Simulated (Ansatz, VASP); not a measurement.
## CuAs: VASP beside Ansatz

```
Cu As
1.0
     3.95610    0.00000    0.00000
    -1.97805    3.42608    0.00000
     0.00000    0.00000    5.24670
Cu As
2 2
Direct
  0.00000 0.00000 0.50000
  0.00000 0.00000 0.00000
  0.66667 0.33333 0.75000
  0.33333 0.66667 0.25000
```

Alike in both runs: task single point; functional LDA; k mesh 12 × 12 × 8; occupations gaussian, width 0.15 eV; no spin polarisation.

|  | VASP | Ansatz |
| --- | --- | --- |
| version | VASP 6.6.1 | Ansatz 0.2.0 |
| potentials or method | VASP PAW LDA potentials, release 64 (Cu, As), cutoff 520 eV | scalar-relativistic, plane waves, PAW |
| valence electrons in the cell | 32 | 68 |

|  | VASP | Ansatz | Ansatz less VASP |
| --- | --- | --- | --- |
| gap on the k mesh at the Fermi level (eV) | none | none | - |
| pressure (GPa) | -14.2 | -14.5 | -0.28 |
| traceless stress, the component that is largest in VASP (GPa) | -1.65 | -1.70 | -0.050 |

LDA's correlation is that of Perdew and Zunger in VASP and of Perdew and Wang (1992) in Ansatz. A gap of «none» marks a metal or a gap that the smearing closes. VASP's potentials hold 32 valence electrons a cell and Ansatz's 68, so a difference there can come from the potentials and not from the codes.
